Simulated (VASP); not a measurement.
# CuF (Pm-3m) in VASP: a series of runs

The runs below take CuF through single point, with PBE, r2SCAN.

Program: VASP 6.6.1. These are calculated values, not measurements. Logs are shortened: lines on timing, memory, paths and dates and some standing lists are left out, and cuts for length are marked.

## Step 1: The cell of the first run

The structure is cubic, space group Pm-3m (No. 221). Conventional cell: a = 2.738 Å, b = 2.738 Å, c = 2.738 Å, α = 90.00°, β = 90.00°, γ = 90.00°. Within 3.1 Å of Cu (site symmetry m-3m) lie 8 F at 2.37 Å and 6 Cu at 2.74 Å. Within 3.1 Å of F (site symmetry m-3m) lie 8 Cu at 2.37 Å and 6 F at 2.74 Å.

## Step 2: Single point, PBE

INCAR

```
ALGO = Normal
EDIFF = 1E-7
ENCUT = 520
GGA = PE
ISIF = 2
ISMEAR = -1
LASPH = T
LCHARG = F
LREAL = F
LWAVE = F
NBANDS = 16
NELM = 100
PREC = Accurate
SIGMA = 0.02
```

KPOINTS

```
k-points
0
Gamma
  10 10 10
```

POSCAR

```
CuF
1.0
    2.7384616326      0.0000000000      0.0000000000
    0.0000000000      2.7384616326      0.0000000000
    0.0000000000      0.0000000000      2.7384616326
Cu F
1 1
Direct
    0.0000000000      0.0000000000      0.0000000000
    0.5000000000      0.5000000000      0.5000000000
```

Potentials or basis: VASP PAW PBE potentials, release 64 (Cu, F).

Run with:

```sh
> cat potpaw_PBE.64/Cu/POTCAR potpaw_PBE.64/F/POTCAR > POTCAR
> mpirun -np 1 vasp_std > vasp.out
```

OUTCAR:

```text
EDIFF = 1E-7
   ENCUT = 520
   GGA = PE
   ISIF = 2
   ISMEAR = -1
   LASPH = T
   LREAL = F
   NELM = 100
   PREC = Accurate

 ion  position               nearest neighbor table
   1  0.000  0.000  0.000-
   2  0.500  0.500  0.500-

  LATTYP: Found a simple cubic cell.
 ALAT       =     2.7384616326

  Lattice vectors:

 A1 = (   2.7384616326,   0.0000000000,   0.0000000000)
 A2 = (   0.0000000000,   2.7384616326,   0.0000000000)
 A3 = (   0.0000000000,   0.0000000000,   2.7384616326)

Analysis of symmetry for initial positions (statically):
=====================================================================
 Subroutine PRICEL returns:
 Original cell was already a primitive cell.

 Routine SETGRP: Setting up the symmetry group for a
 simple cubic supercell.

 Subroutine GETGRP returns: Found 48 space group operations
 (whereof 48 operations were pure point group operations)
 out of a pool of 48 trial point group operations.

The static configuration has the point symmetry O_h .

Analysis of symmetry for dynamics (positions and initial velocities):
=====================================================================
 Subroutine PRICEL returns:
 Original cell was already a primitive cell.

 Routine SETGRP: Setting up the symmetry group for a
 simple cubic supercell.

 Subroutine GETGRP returns: Found 48 space group operations
 (whereof 48 operations were pure point group operations)
 out of a pool of 48 trial point group operations.

The dynamic configuration has the point symmetry O_h .

 Subroutine INISYM returns: Found 48 space group operations
 (whereof 48 operations are pure point group operations),
 and found     1 'primitive' translations

----------------------------------------------------------------------------------------

                                     Primitive cell

  volume of cell :      20.5362

  direct lattice vectors                    reciprocal lattice vectors
     2.738461633  0.000000000  0.000000000     0.365168527  0.000000000  0.000000000
     0.000000000  2.738461633  0.000000000     0.000000000  0.365168527  0.000000000
     0.000000000  0.000000000  2.738461633     0.000000000  0.000000000  0.365168527

  length of vectors
     2.738461633  2.738461633  2.738461633     0.365168527  0.365168527  0.365168527
[... 70 lines left out ...]
   NGXF,Y,Z  is equivalent  to a cutoff of  24.28, 24.28, 24.28 a.u.
 SYSTEM =  unknown system
   PREC   = accura    normal or accurate (medium, high low for compatibility)
   ISTART =      0    job   : 0-new  1-cont  2-samecut
   ICHARG =      2    charge: 1-file 2-atom 10-const
   ISPIN  =      1    spin polarized calculation?
   LNONCOLLINEAR =      F non collinear calculations
   LSORBIT =      F    spin-orbit coupling
   LASPH  =      T    aspherical Exc in radial PAW
   ENCUT  =  520.0 eV  38.22 Ry    6.18 a.u.   5.09  5.09  5.09*2*pi/ulx,y,z
   NELM   =    100;   NELMIN=  2; NELMDL= -5     # of ELM steps
   EDIFF  = 0.1E-06   stopping-criterion for ELM
   LREAL  =      F    real-space projection
   EDIFFG = 0.1E-05   stopping-criterion for IOM
   NSW    =      0    number of steps for IOM
   IBRION =     -1    ionic relax: 0-MD 1-quasi-New 2-CG
   NFREE  =      0    steps in history (QN), initial steepest desc. (CG)
   ISIF   =      2    stress and relaxation
   ISYM   =      2    0-nonsym 1-usesym 2-fastsym
   POTIM  = 0.5000    time-step for ionic-motion
   TEBEG  =    0.0;   TEEND  =   0.0 temperature during run
   PSTRESS=    0.0 pullay stress
   NELECT =      18.0000    total number of electrons
   NUPDOWN=      -1.0000    fix difference up-down
   EMIN   =  10.00;   EMAX   =-10.00  energy-range for DOS
   EFERMI =   0.00;   METHOD = LEGACY
   ISMEAR =    -1;   SIGMA  =   0.02  broadening in eV -4-tet -1-fermi 0-gaus
   EFERMI_NEDOS =   21; number of points for ismear=-14 and -15
   IALGO  =     38    algorithm
   IMIX   =      4    mixing-type and parameters
     AMIX     =   0.40;   BMIX     =  1.00
     AMIX_MAG =   1.60;   BMIX_MAG =  1.00
  volume/ion in A,a.u.               =      10.27        69.29
  Fermi-wavevector in a.u.,A,eV,Ry     =   1.566723  2.960678 33.397164  2.454622
  Thomas-Fermi vector in A             =   2.669009
   LORBIT       =      0    0 simple, 1 ext, 2 COOP (PROOUT), +10 PAW based schemes
   GGA     = PE    functional components
   LHFCALC =     F    Hartree Fock is set to
   AEXX    =    0.0000 exact exchange contribution
   IVDW    =     0    specifies the selected vdW correction
   LEPSILON=     F    determine dielectric tensor
   LRPA    =     F    only Hartree local field effects (RPA)
 non-spin polarized calculation
  energy-cutoff  :      520.00
  volume of cell :       20.54
 maximum number of plane-waves:       562
   NGX = 11   NGY = 11   NGZ = 11

 number of electron      17.9999961 magnetization

 Free energy of the ion-electron system (eV)
  ---------------------------------------------------
  ext. energy  EPLUGINS =         0.00000000
  ---------------------------------------------------
  free energy    TOTEN  =        -6.96635627 eV

  energy without entropy =       -6.96423536  energy(sigma->0) =       -6.96529581

 E-fermi :   5.0202     XC(G=0): -11.8694

 val. band max:        5.0165304007   @ k =   0.5000   0.5000   0.1000
 cond. band min:       5.0227677324   @ k =   0.5000   0.5000   0.2000
 fundamental gap:      0.0062373317
 Fermi energy:         5.0202183023

 k-point     1 :       0.0000    0.0000    0.0000
  band No.  band energies     occupation
      1     -19.1135      2.00000
      2       0.5623      2.00000
      3       0.5623      2.00000
      4       0.5623      2.00000
      5       3.1125      2.00000
      6       3.1125      2.00000
[... 433 lines left out ...]
      3       0.2398      2.00000
      4       0.2713      2.00000
      5       3.4187      2.00000
      6       4.1364      2.00000
[... 8 lines left out ...]
     15      28.9516      0.00000
     16      29.1216      0.00000

 [... further k-points ...]
[... 5 lines left out ...]
  --------------------------------------------------------------------------------------
  -------------------------------------------------------------------------------------
  Total        0.8297883      0.8297883      0.8297883     -0.0000000      0.0000000     -0.0000000
  in kB       64.7377937     64.7377937     64.7377937     -0.0000000      0.0000000     -0.0000000
  external PRESSURE =      64.7377937 kB  Pullay stress =       0.0000000 kB

 VOLUME and BASIS-vectors are now :
 -----------------------------------------------------------------------------
  energy-cutoff  :      520.00
  volume of cell :       20.54
      direct lattice vectors                 reciprocal lattice vectors
     2.738461633  0.000000000  0.000000000     0.365168527  0.000000000  0.000000000
     0.000000000  2.738461633  0.000000000     0.000000000  0.365168527  0.000000000
     0.000000000  0.000000000  2.738461633     0.000000000  0.000000000  0.365168527

 POSITION                                       TOTAL-FORCE (eV/Angst)
 -----------------------------------------------------------------------------------
      0.00000      0.00000      0.00000         0.000000      0.000000      0.000000
      1.36923      1.36923      1.36923         0.000000      0.000000      0.000000
 -----------------------------------------------------------------------------------
    total drift:                                0.000000      0.000000      0.000000

  FREE ENERGIE OF THE ION-ELECTRON SYSTEM (eV)
  ---------------------------------------------------
  free  energy   TOTEN  =        -6.9663562663 eV

  energy  without entropy=       -6.9642353619  energy(sigma->0) =       -6.96529581
```

stdout:

```text
POSCAR found type information on POSCAR CuF
 POSCAR found :  2 types and       2 ions
 scaLAPACK will be used
 LDA part: xc-table for (Slater+PW92), standard interpolation
 POSCAR, INCAR and KPOINTS ok, starting setup
 FFT: planning ... GRIDC
 FFT: planning ... GRID_SOFT
 FFT: planning ... GRID
 WAVECAR not read
 entering main loop
```

Run time: 21 s. Hardware: 1 thread of Intel Xeon 8259CL, shared host; peak memory 0.13 GiB.

Results:

* Free energy: -6.9664 eV
* Pressure: 6.5 GPa
* Band gap on the k mesh: zero (band 9 reaches 5.04 eV, above the bottom of band 10 at 4.67 eV)

Caveat: semilocal functionals often make such compounds metallic where correlation or magnetic order opens a gap, which also shifts bond lengths. With open d or f shells a metallic result of PBE can be an artefact of self-interaction; +U or a hybrid may open a gap.

## Step 3: Single point, r2SCAN (volume changed by -6%)

POSCAR

```
CuF
1.0
    2.6825589746      0.0000000000      0.0000000000
    0.0000000000      2.6825589746      0.0000000000
    0.0000000000      0.0000000000      2.6825589746
Cu F
1 1
Direct
    0.0000000000      0.0000000000      0.0000000000
    0.5000000000      0.5000000000      0.5000000000
```

INCAR.step1

```
SYSTEM = CuF
ALGO = Normal ; EDIFF = 1E-4
ENCUT = 520 ; GGA = PE
ISMEAR = -1 ; LASPH = .True.
LCHARG = .False. ; LREAL = .False.
LWAVE = .True. ; NBANDS = 16
NELM = 100 ; PREC = Accurate
SIGMA = 0.02
```

INCAR.step2

```
SYSTEM = CuF
ALGO = Normal ; EDIFF = 1E-7
ENCUT = 520 ; ISIF = 2
ISMEAR = -1 ; ISTART = 1
LASPH = .True. ; LCHARG = .False.
LMIXTAU = .True. ; LREAL = .False.
LWAVE = .False. ; METAGGA = R2SCAN
NBANDS = 16 ; NELM = 100
PREC = Accurate ; SIGMA = 0.02
```

KPOINTS

```
k-points
0
Gamma
  8 8 8
  0 0 0
```

Potentials or basis: VASP PAW PBE potentials, release 64 (Cu, F).

Run with:

```sh
> cat potpaw_PBE.64/Cu/POTCAR potpaw_PBE.64/F/POTCAR > POTCAR
> cp INCAR.step1 INCAR
> mpirun -np 1 vasp_std > vasp.out
> cp INCAR.step2 INCAR
> mpirun -np 1 vasp_std > vasp.out
```

Wall time 64 s (1 thread of Intel Xeon 8259CL, shared host); peak memory 0.13 GiB.

Results (log left out):

```
Free energy            : -15.7170 eV
Pressure               : 8.4 GPa
Band gap on the k mesh : zero (band 9 reaches 5.72 eV, above the bottom of band 10 at 5.26 eV)
```

Levels at points of the mesh, in eV from the Fermi level:
```csv
k point,band 5,band 6,band 7,band 8,band 9,band 10,band 11,band 12,band 13,band 14
"(0.00, 0.00, 0.00)",-2.15,-2.15,-1.54,-0.47,-0.47,-0.47,16.27,16.27,18.63,18.63
"(0.50, 0.00, 0.00)",-1.89,-0.51,-0.41,-0.26,-0.26,4.81,5.60,17.98,17.98,18.09
"(0.50, 0.50, 0.00)",-1.91,-1.42,-0.91,-0.91,-0.03,5.64,9.50,9.50,16.07,24.47
"(0.50, 0.50, 0.50)",-0.12,-0.12,-0.12,0.00,0.00,7.46,7.46,7.46,12.92,20.06
```

Caveat: the PAW data sets were made with another functional, which shifts forces and pressure a little; semilocal functionals often make such compounds metallic where correlation or magnetic order opens a gap, which also shifts bond lengths.

## Step 4: Single point, r2SCAN (volume changed by -3%)

POSCAR

```
CuF
1.0
    2.7107985127      0.0000000000      0.0000000000
    0.0000000000      2.7107985127      0.0000000000
    0.0000000000      0.0000000000      2.7107985127
Cu F
1 1
Direct
    0.0000000000      0.0000000000      0.0000000000
    0.5000000000      0.5000000000      0.5000000000
```

INCAR.step1

```
SYSTEM = CuF
ALGO = Normal ; EDIFF = 1E-4
ENCUT = 520 ; GGA = PE
ISMEAR = -1 ; LASPH = .TRUE.
LCHARG = .FALSE. ; LREAL = .FALSE.
LWAVE = .TRUE. ; NBANDS = 16
NELM = 60 ; PREC = Accurate
SIGMA = 0.02
```

INCAR.step2

```
SYSTEM = CuF
ALGO = Normal ; EDIFF = 1E-6
ENCUT = 520 ; ISIF = 2
ISMEAR = -1 ; ISTART = 1
LASPH = .TRUE. ; LCHARG = .FALSE.
LMIXTAU = .TRUE. ; LREAL = .FALSE.
LWAVE = .FALSE. ; METAGGA = R2SCAN
NBANDS = 16 ; NELM = 60
PREC = Accurate ; SIGMA = 0.02
```

KPOINTS

```
k-points
0
G
  8 8 8
  0 0 0
```

Run with:

```sh
> cat potpaw_PBE.64/Cu/POTCAR potpaw_PBE.64/F/POTCAR > POTCAR
> cp INCAR.step1 INCAR
> mpirun -np 1 vasp_std > vasp.out
> cp INCAR.step2 INCAR
> mpirun -np 1 vasp_std > vasp.out
```

Wall time 66 s (1 thread of Intel Xeon 8259CL, shared host); peak memory 0.13 GiB.

It converged, with:

- Free energy: -15.7416 eV
- Pressure: 3.8 GPa
- Band gap on the k mesh: zero (band 9 reaches 5.31 eV, above the bottom of band 10 at 4.88 eV)

Levels at points of the mesh, in eV from the Fermi level:
```tsv
k point	band 6	band 7	band 8	band 9	band 10	band 11	band 12	band 13
(0.00, 0.00, 0.00)	-2.04	-1.56	-0.44	-0.44	-0.44	16.10	16.10	18.25
(0.50, 0.00, 0.00)	-0.49	-0.38	-0.25	-0.25	4.74	5.41	17.71	17.71
(0.50, 0.50, 0.00)	-1.35	-0.86	-0.86	-0.03	5.50	9.32	9.32	15.82
(0.50, 0.50, 0.50)	-0.12	-0.12	0.00	0.00	7.42	7.42	7.42	12.49
```

Caveat: the PAW data sets were made with another functional, which shifts forces and pressure a little; semilocal functionals often make such compounds metallic where correlation or magnetic order opens a gap, which also shifts bond lengths.

## Step 5: Single point, r2SCAN

POSCAR

```
CuF
1.0
    2.7384616326      0.0000000000      0.0000000000
    0.0000000000      2.7384616326      0.0000000000
    0.0000000000      0.0000000000      2.7384616326
Cu F
1 1
Direct
    0.0000000000      0.0000000000      0.0000000000
    0.5000000000      0.5000000000      0.5000000000
```

INCAR.step1

```
SYSTEM = CuF
  PREC = Accurate
  ENCUT = 520
  ISMEAR = -1
  SIGMA = 0.02
  LREAL = .FALSE.
  LASPH = .TRUE.
  NELM = 80
  NBANDS = 16
  GGA = PE
  ALGO = Normal
  EDIFF = 1E-4
  LWAVE = .TRUE.
  LCHARG = .FALSE.
```

INCAR.step2

```
SYSTEM = CuF
  PREC = Accurate
  ENCUT = 520
  EDIFF = 1E-6
  ISMEAR = -1
  SIGMA = 0.02
  LREAL = .FALSE.
  LASPH = .TRUE.
  NELM = 80
  ALGO = Normal
  ISIF = 2
  LWAVE = .FALSE.
  LCHARG = .FALSE.
  METAGGA = R2SCAN
  LMIXTAU = .TRUE.
  NBANDS = 16
  ISTART = 1
```

KPOINTS

```
regular mesh
0
G
  8 8 8
  0 0 0
```

Run with:

```sh
> cat potpaw_PBE.64/Cu/POTCAR potpaw_PBE.64/F/POTCAR > POTCAR
> cp INCAR.step1 INCAR
> mpirun -np 1 vasp_std > vasp.out
> cp INCAR.step2 INCAR
> mpirun -np 1 vasp_std > vasp.out
```

Wall time 69 s (1 thread of Intel Xeon 8259CL, shared host); peak memory 0.13 GiB.

Results (log left out):

```yaml
Free_energy: -15.7497 eV
Pressure: -0.2 GPa
Band_gap_on_the_k_mesh: zero (band 9 reaches 4.93 eV, above the bottom of band 10 at 4.52 eV)
```

Levels at points of the mesh, in eV from the Fermi level:
| k point | band 5 | band 6 | band 7 | band 8 | band 9 | band 10 | band 11 | band 12 | band 13 | band 14 |
| --- | --- | --- | --- | --- | --- | --- | --- | --- | --- | --- |
| (0.00, 0.00, 0.00) | -1.93 | -1.93 | -1.57 | -0.42 | -0.42 | -0.42 | 15.94 | 15.94 | 17.89 | 17.89 |
| (0.50, 0.00, 0.00) | -1.70 | -0.47 | -0.36 | -0.25 | -0.25 | 4.67 | 5.23 | 17.45 | 17.45 | 17.93 |
| (0.50, 0.50, 0.00) | -1.71 | -1.29 | -0.81 | -0.81 | -0.03 | 5.37 | 9.15 | 9.15 | 15.58 | 23.37 |
| (0.50, 0.50, 0.50) | -0.12 | -0.12 | -0.12 | -0.01 | -0.01 | 7.39 | 7.39 | 7.39 | 12.10 | 19.37 |

Caveat: the PAW data sets were made with another functional, which shifts forces and pressure a little; semilocal functionals often make such compounds metallic where correlation or magnetic order opens a gap, which also shifts bond lengths.

## Step 6: Single point, r2SCAN (volume changed by +3%)

POSCAR

```
CuF
1.0
    2.7655768776      0.0000000000      0.0000000000
    0.0000000000      2.7655768776      0.0000000000
    0.0000000000      0.0000000000      2.7655768776
Cu F
1 1
Direct
    0.0000000000      0.0000000000      0.0000000000
    0.5000000000      0.5000000000      0.5000000000
```

INCAR.step1

```
PREC = Accurate
ENCUT = 520
ISMEAR = -1
SIGMA = 0.02
LREAL = F
LASPH = T
NELM = 100
NBANDS = 16
GGA = PE
ALGO = Normal
EDIFF = 1E-4
LWAVE = T
LCHARG = F
```

INCAR.step2

```
PREC = Accurate
ENCUT = 520
EDIFF = 1E-7
ISMEAR = -1
SIGMA = 0.02
LREAL = F
LASPH = T
NELM = 100
ALGO = Normal
ISIF = 2
LWAVE = F
LCHARG = F
METAGGA = R2SCAN
LMIXTAU = T
NBANDS = 16
ISTART = 1
```

KPOINTS

```
Automatic mesh
0
Gamma
  8 8 8
```

Potentials or basis: VASP PAW PBE potentials, release 64 (Cu, F).

Run with:

```sh
> cat potpaw_PBE.64/Cu/POTCAR potpaw_PBE.64/F/POTCAR > POTCAR
> cp INCAR.step1 INCAR
> mpirun -np 1 vasp_std > vasp.out
> cp INCAR.step2 INCAR
> mpirun -np 1 vasp_std > vasp.out
```

Wall time 76 s (1 thread of Intel Xeon 8259CL, shared host); peak memory 0.15 GiB.

Results (log left out):

```
Free energy            : -15.7451 eV
Pressure               : -3.2 GPa
Band gap on the k mesh : zero (band 9 reaches 4.57 eV, above the bottom of band 10 at 4.18 eV)
```

Levels at points of the mesh, in eV from the Fermi level:
| k point | band 5 | band 6 | band 7 | band 8 | band 9 | band 10 | band 11 | band 12 | band 13 | band 14 |
| --- | --- | --- | --- | --- | --- | --- | --- | --- | --- | --- |
| (0.00, 0.00, 0.00) | -1.83 | -1.83 | -1.58 | -0.40 | -0.40 | -0.40 | 15.79 | 15.79 | 17.55 | 17.55 |
| (0.50, 0.00, 0.00) | -1.62 | -0.45 | -0.35 | -0.24 | -0.24 | 4.62 | 5.07 | 17.20 | 17.20 | 17.84 |
| (0.50, 0.50, 0.00) | -1.62 | -1.24 | -0.77 | -0.77 | -0.03 | 5.25 | 9.00 | 9.00 | 15.35 | 22.86 |
| (0.50, 0.50, 0.50) | -0.13 | -0.13 | -0.13 | -0.01 | -0.01 | 7.35 | 7.35 | 7.35 | 11.72 | 19.05 |

Caveat: the PAW data sets were made with another functional, which shifts forces and pressure a little; semilocal functionals often make such compounds metallic where correlation or magnetic order opens a gap, which also shifts bond lengths.

## Step 7: Summary

| level | cell | k mesh | gap on the mesh (eV) | pressure (GPa) |
| --- | --- | --- | --- | --- |
| PBE | a = 2.738 Å, 2 atoms | 10 × 10 × 10 | none | 6.5 |
| r2SCAN | a = 2.683 Å, 2 atoms | 8 × 8 × 8 | none | 8.4 |
| r2SCAN | a = 2.711 Å, 2 atoms | 8 × 8 × 8 | none | 3.8 |
| r2SCAN | a = 2.738 Å, 2 atoms | 8 × 8 × 8 | none | -0.2 |
| r2SCAN | a = 2.766 Å, 2 atoms | 8 × 8 × 8 | none | -3.2 |

Alike in all rows: task single point; potentials or basis VASP PAW PBE potentials, release 64 (Cu, F); no spin polarisation; cutoff (eV) 520; smearing fermi-dirac 0.02 eV.

Caveats: semilocal functionals often make such compounds metallic where correlation or magnetic order opens a gap, which also shifts bond lengths; the PAW data sets were made with another functional, which shifts forces and pressure a little (some runs).

Absolute energies hang on the potentials; compare differences alone.
